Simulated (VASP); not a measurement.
The system is As.

```
As
1.0
     1.81500   -5.48000    0.00000
     1.81500    5.48000    0.00000
     0.00000    0.00000    4.45000
As
4
Direct
  0.09800 0.90200 0.91000
  0.59800 0.40200 0.59000
  0.90200 0.09800 0.09000
  0.40200 0.59800 0.41000
```

- Program: VASP 6.6.1
- Task: relaxation of cell and atoms
- Functional: LDA
- Potentials or basis: VASP PAW LDA potentials, release 64 (As)
- Cutoff: 600 eV
- k mesh: 9 × 9 × 7
- Occupations: fermi-dirac, width 0.1 eV
- Spin: no spin polarisation

At the start: pressure 13.5 GPa; volume 22.13 Å³/atom.

Q: Where does the relaxation end?

A: Over 22 steps the energy falls by 281.0 meV/atom and the volume is 21.14 Å³/atom (-4.5 %); space group Cmce (No. 64, to 0.1 Å) before and after.

Step by step:
```
step  energy change (eV)  largest force (eV/Å)  pressure (GPa)  volume (Å³)
   1              0.0000                2.9618           13.54        88.52
   2             -0.1547                1.1839          -10.01       114.70
   3             -0.8629                0.4685           -2.40       100.85
   4             -0.8646                0.5425           -1.95       100.32
   5             -0.8645                0.5779           -1.74       100.07
   6             -0.9596                0.3599           -1.34        97.28
   7             -1.0059                0.2384           -0.76        94.03
   8             -1.0061                0.2474           -0.70        93.72
   9             -1.0328                0.2055            0.12        91.42
  10             -1.0422                0.3456            1.08        89.15
  11             -1.0555                0.3154            0.91        88.67
  12             -1.0881                0.2336            0.47        87.23
  13             -1.1148                0.2075           -0.05        84.31
  14             -1.1207                0.0894            0.05        84.29
  15             -1.1216                0.0279            0.13        84.28
  16             -1.1223                0.0241            0.05        84.40
  17             -1.1232                0.0180           -0.17        84.77
  18             -1.1232                0.0182           -0.20        84.82
  19             -1.1236                0.0368            0.06        84.60
  20             -1.1236                0.0360            0.05        84.60
  21             -1.1238                0.0238            0.02        84.58
  22             -1.1239                0.0048           -0.02        84.54
```

Final structure:
```
As
1.0
     1.86066   -5.38620    0.00000
     1.86066    5.38620    0.00000
     0.00000    0.00000    4.21788
As
4
Direct
  0.11295 0.88705 0.94660
  0.61295 0.38705 0.55340
  0.88705 0.11295 0.05340
  0.38705 0.61295 0.44660
```
